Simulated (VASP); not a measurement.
Set up this calculation in VASP 6.6.1, as the native input.

```
Task                   : single point
Functional             : PBE
Dispersion             : D3(BJ)
Potentials or basis    : VASP PAW PBE potentials, release 64 (Mo_sv)
Cutoff                 : 520 eV
k mesh                 : 10 × 10 × 10
Occupations            : gaussian, width 0.1 eV
Spin                   : no spin polarisation
Dipole correction      : no
Further INCAR settings : ALGO = Normal; EDIFF = 1e-06; NBANDS = 13
```

The structure of Mo lies in POSCAR:

```
Mo
1.0
    2.5568451654      0.0000000000      0.0000000000
    0.0000000000      2.5568451654      0.0000000000
    0.0000000000      0.0000000000      2.5568451654
Mo
1
Direct
    0.0000000000      0.0000000000      0.0000000000
```

This isn't the form of Mo at room conditions, which is bcc.

These files were run (other wordings do the same):

INCAR

```
PREC = Accurate ; ENCUT = 520
EDIFF = 1E-6 ; ISMEAR = 0
SIGMA = 0.1 ; LREAL = False
LASPH = True ; NELM = 80
ALGO = Normal ; ISIF = 2
LWAVE = False ; LCHARG = False
GGA = PE ; IVDW = 12
NBANDS = 13
```

KPOINTS

```
Automatic mesh
0
Gamma
  10 10 10
```

Potentials or basis: VASP PAW PBE potentials, release 64 (Mo_sv).

Launch:

```sh
$ cat potpaw_PBE.64/Mo_sv/POTCAR > POTCAR
$ mpirun -np 1 vasp_std > vasp.out
```

It gave:

```yaml
Pressure: 5.6 GPa
Band_gap_on_the_k_mesh: zero (bands 7 and 8 overlap by 2.54 eV)
Dispersion_energy_per_atom: -0.668 eV
```

Caveat: the cell stands under pressure.

Wall time 6.6 s on 1 thread of Intel(R) Xeon(R) Platinum 8259CL CPU @ 2.50GHz (Skylake/Cascade Lake), with other jobs on the host, peak memory 0.14 GiB.
